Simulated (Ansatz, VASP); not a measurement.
AlN: VASP beside Ansatz

Contents of INCAR:

```
PREC     = Accurate       # precision mode
ENCUT    = 600            # plane-wave cutoff, eV
EDIFF    = 1E-6           # SCF threshold, eV
ISMEAR   = -1             # smearing method
SIGMA    = 0.05           # smearing width, eV
LREAL    = False          # projectors in reciprocal space
LASPH    = True           # aspherical terms in the spheres
NELM     = 80             # most SCF steps
ALGO     = Normal         # electronic algorithm
ISIF     = 3              # what is computed and relaxed
LWAVE    = False          # write WAVECAR
LCHARG   = False          # write CHGCAR
GGA      = RE             # functional
IVDW     = 13             # dispersion correction
IBRION   = 2              # ionic algorithm
NSW      = 80             # ionic steps
EDIFFG   = -0.01          # ionic threshold
```

KPOINTS

```
regular mesh
0
Gamma
  10 10 10
```

File POSCAR:

```
AlN
1.0
    0.0000000000      2.1839935596      2.1839935596
    2.1839935596      0.0000000000      2.1839935596
    2.1839935596      2.1839935596      0.0000000000
Al N
1 1
Direct
    0.0000000000      0.0000000000      0.0000000000
    0.2500000000      0.2500000000      0.2500000000
```

The input input.yaml:

```yaml
crystal:
  lattice:
    - [0.0, 2.1839935596, 2.1839935596]
    - [2.1839935596, 0.0, 2.1839935596]
    - [2.1839935596, 2.1839935596, 0.0]
  atoms:
    - { symbol: Al, position: [0.0, 0.0, 0.0] }
    - { symbol: "N", position: [0.25, 0.25, 0.25] }
kpoints:
  mp_grid: { grid: [10, 10, 10] }
scf:
  occupations: { method: fermi_dirac, width: 0.05 }
hamiltonian:
  xc: revpbe
  dispersion: d4
  pseudopotentials: { kind: all_electron, lapw: { basis_error: 0.001 } }
output:
  forces: true
  stress: true
relax:
  f_tol: 0.01
  max_steps: 60
  cell: {}
```

Alike in both runs: task relaxation of cell and atoms; functional revPBE; dispersion D4; k mesh 10 × 10 × 10; occupations fermi-dirac, width 0.05 eV; no spin polarisation.

|  | VASP | Ansatz |
| --- | --- | --- |
| version | VASP 6.6.1 | Ansatz 0.2.0 |
| potentials or method | VASP PAW PBE potentials, release 64 (Al, N), cutoff 600 eV | all-electron LAPW, scalar-relativistic |

|  | VASP | Ansatz | Ansatz less VASP |
| --- | --- | --- | --- |
| relaxed volume (Å³/atom) | 10.26 | 10.28 | +0.024 |
| relaxed cell length with the largest relative difference (Å) | 3.073 | 3.075 | +0.0024 |

VASP's potentials were made for PBE, not for revPBE. Ansatz ran all-electron here, and VASP with PAW potentials.
